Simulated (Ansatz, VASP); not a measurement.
**Two plane-wave programs on Sn**

File POSCAR:

```
Sn
1.0
    0.0000000000      3.2827245663      3.2827245663
    3.2827245663      0.0000000000      3.2827245663
    3.2827245663      3.2827245663      0.0000000000
Sn
2
Direct
    0.7500000000      0.7500000000      0.7500000000
    0.5000000000      0.5000000000      0.5000000000
```

File INCAR.step1:

```
PREC = Accurate ; ENCUT = 520
ISMEAR = 0 ; SIGMA = 0.05
LREAL = F ; LASPH = T
NELM = 60 ; NBANDS = 21
GGA = PE ; ALGO = Normal
EDIFF = 1E-4 ; LWAVE = T
LCHARG = F
```

Contents of INCAR.step2:

```
PREC = Accurate ; ENCUT = 520
EDIFF = 1E-7 ; ISMEAR = 0
SIGMA = 0.05 ; LREAL = F
LASPH = T ; NELM = 60
ALGO = Normal ; ISIF = 2
LWAVE = F ; LCHARG = T
METAGGA = R2SCAN ; LMIXTAU = T
LELF = T ; LVHAR = T
NBANDS = 21 ; ISTART = 1
```

KPOINTS

```
regular mesh
0
Gamma
  12 12 12
```

Input for Ansatz:

```yaml
crystal:
  lattice:
    - [0.0, 3.2827245663, 3.2827245663]
    - [3.2827245663, 0.0, 3.2827245663]
    - [3.2827245663, 3.2827245663, 0.0]
  atoms:
    - { symbol: Sn, position: [0.75, 0.75, 0.75] }
    - { symbol: Sn, position: [0.5, 0.5, 0.5] }
basis:
  ecutwfc: 500
  ecutrho_ratio: 4
kpoints:
  mp_grid: { grid: [12, 12, 12] }
  band_path:
    path:
      - [[0.0, 0.0, 0.0], [0.5, 0.0, 0.5], [0.625, 0.25, 0.625]]
      - [[0.375, 0.375, 0.75], [0.0, 0.0, 0.0], [0.5, 0.5, 0.5], [0.5, 0.25, 0.75], [0.5, 0.0, 0.5]]
    npoints: 14
hamiltonian:
  xc: r2scan
scf:
  occupations: { method: gaussian, width: 0.05 }
  n_extra_bands: 13
output:
  forces: true
  stress: true
  eigenvalues: true
  populations: true
  dos: { projected: true, de: 0.02, nscf_kmesh: { grid: [18, 18, 18] } }
  bader: true
```

Alike in both runs: task single point; functional r2SCAN; k mesh 12 × 12 × 12; occupations gaussian, width 0.05 eV; no spin polarisation.

|  | VASP | Ansatz |
| --- | --- | --- |
| version | VASP 6.6.1 | Ansatz 0.2.0 |
| potentials or method | VASP PAW PBE potentials, release 64 (Sn_d), cutoff 520 eV | scalar-relativistic, plane waves, PAW |
| valence electrons in the cell | 28 | 28 |

|  | VASP | Ansatz | Ansatz less VASP |
| --- | --- | --- | --- |
| gap on the k mesh at the Fermi level (eV) | none | none | - |
| pressure (GPa) | 0.0 | 0.0 | +0.03 |

VASP's potentials were made for PBE, not for r2SCAN. A gap of «none» marks a metal or a gap that the smearing closes.
